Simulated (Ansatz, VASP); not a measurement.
## One calculation of BeS, two programs

```
Be S
1.0
     0.00000    2.33897    2.33897
     2.33897    0.00000    2.33897
     2.33897    2.33897    0.00000
Be S
1 1
Direct
  0.00000 0.00000 0.00000
  0.75000 0.75000 0.75000
```

Alike in both runs: task single point; functional PBEsol; k mesh 10 × 10 × 10; occupations gaussian, width 0.05 eV; no spin polarisation.

```csv
,VASP,Ansatz
version,VASP 6.6.1,Ansatz 0.2.0
potentials or method,"VASP PAW PBE potentials, release 64 (Be, S), cutoff 520 eV","scalar-relativistic, plane waves, PAW"
valence electrons in the cell,8,8
```

Ansatz gave:

```
gap on the k mesh at the Fermi level (eV) : 2.65
least direct gap on the mesh (eV)         : 5.50
pressure (GPa)                            : 11.9
```

Task: Which values does VASP return?

Result: gap on the k mesh at the Fermi level (eV): 2.66; least direct gap on the mesh (eV): 5.53; pressure (GPa): 12.0.

VASP's potentials were made for PBE, not for PBEsol. The functional is the same, so the differences come from potentials, cutoffs and numerics.
